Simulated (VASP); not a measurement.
Input of a VASP 6.6.1 run:

Contents of INCAR:

```
SYSTEM = Ca
ALGO = Normal ; EDIFF = 1E-7
ENCUT = 520 ; GGA = PS
ISIF = 2 ; ISMEAR = 0
LASPH = .TRUE. ; LCHARG = .TRUE.
LELF = .TRUE. ; LREAL = .FALSE.
LVHAR = .TRUE. ; LWAVE = .FALSE.
NBANDS = 11 ; NELM = 80
PREC = Accurate ; SIGMA = 0.15
```

Contents of KPOINTS:

```
k-points
0
G
  14 14 14
  0 0 0
```

The input POSCAR:

```
Ca
1.0
    0.0000000000      2.5706640000      2.5706640000
    2.5706640000      0.0000000000      2.5706640000
    2.5706640000      2.5706640000      0.0000000000
Ca
1
Direct
    0.0000000000      0.0000000000      0.0000000000
```

Potentials or basis: VASP PAW PBE potentials, release 64 (Ca_sv).

Run with:

```sh
$ cat potpaw_PBE.64/Ca_sv/POTCAR > POTCAR
$ mpirun -np 1 vasp_std > vasp.out
```

Task: What does it give for the pressure?

Result: 4.2 GPa.

Task: Predict the band gap on the k mesh.

Result: Zero (bands 5 and 6 overlap by 0.03 eV).

Caveat: the cell differs from its parent crystal (strain -0.080 along x and y, -0.080 along z); the cell stands under pressure; the PAW data sets were made with another functional, which shifts forces and pressure a little.
